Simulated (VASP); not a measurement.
Write the native input for VASP 6.6.1 that does the following.

```
Task                   : single point
Functional             : r2SCAN
Potentials or basis    : VASP PAW PBE potentials, release 64 (Ti_sv, Si)
Cutoff                 : 520 eV
k mesh                 : 20 × 20 × 14
Occupations            : gaussian, width 0.15 eV
Spin                   : no spin polarisation
Dipole correction      : no
Further INCAR settings : ALGO = Normal; EDIFF = 1e-07; NBANDS = 15
```

The system is TiSi.

```
Ti Si
1.0
     1.81618   -2.11762    0.00000
     1.81618    2.11762    0.00000
     0.00000    0.00000    3.80393
Ti Si
1 1
Direct
  0.50000 0.50000 0.00000
  0.00000 0.00000 0.50000
```

The input as run:

POSCAR

```
TiSi
1.0
    1.8161780000     -2.1176240000      0.0000000000
    1.8161780000      2.1176240000      0.0000000000
    0.0000000000      0.0000000000      3.8039340000
Ti Si
1 1
Direct
    0.5000000000      0.5000000000      0.0000000000
    0.0000000000      0.0000000000      0.5000000000
```

INCAR.step1

```
PREC     = Accurate       # precision mode
ENCUT    = 520            # plane-wave cutoff, eV
ISMEAR   = 0              # smearing method
SIGMA    = 0.15           # smearing width, eV
LREAL    = F              # projectors in reciprocal space
LASPH    = T              # aspherical terms in the spheres
NELM     = 80             # most SCF steps
NBANDS   = 15             # bands
GGA      = PE             # functional
ALGO     = Normal         # electronic algorithm
EDIFF    = 1E-4           # SCF threshold, eV
LWAVE    = T              # write WAVECAR
LCHARG   = F              # write CHGCAR
```

INCAR.step2

```
PREC     = Accurate       # precision mode
ENCUT    = 520            # plane-wave cutoff, eV
EDIFF    = 1E-7           # SCF threshold, eV
ISMEAR   = 0              # smearing method
SIGMA    = 0.15           # smearing width, eV
LREAL    = F              # projectors in reciprocal space
LASPH    = T              # aspherical terms in the spheres
NELM     = 80             # most SCF steps
ALGO     = Normal         # electronic algorithm
ISIF     = 2              # what is computed and relaxed
LWAVE    = F              # write WAVECAR
LCHARG   = F              # write CHGCAR
METAGGA  = R2SCAN         # meta-GGA
LMIXTAU  = T            
NBANDS   = 15             # bands
ISTART   = 1
```

KPOINTS

```
Automatic mesh
0
Gamma
  20 20 14
```

Potentials or basis: VASP PAW PBE potentials, release 64 (Ti_sv, Si).

Command:

```console
$ cat potpaw_PBE.64/Ti_sv/POTCAR potpaw_PBE.64/Si/POTCAR > POTCAR
$ cp INCAR.step1 INCAR
$ mpirun -np 1 vasp_std > vasp.out
$ cp INCAR.step2 INCAR
$ mpirun -np 1 vasp_std > vasp.out
```

Results of the run:

The pressure is -1.4 GPa. The band gap on the k mesh is zero (bands 8 and 9 overlap by 1.68 eV).

Caveat: the PAW data sets were made with another functional, which shifts forces and pressure a little.

Run time: 19 min on 1 thread of AMD EPYC 9R45 96-Core Processor (Zen 5), with other jobs on the host, peak memory 0.45 GiB.
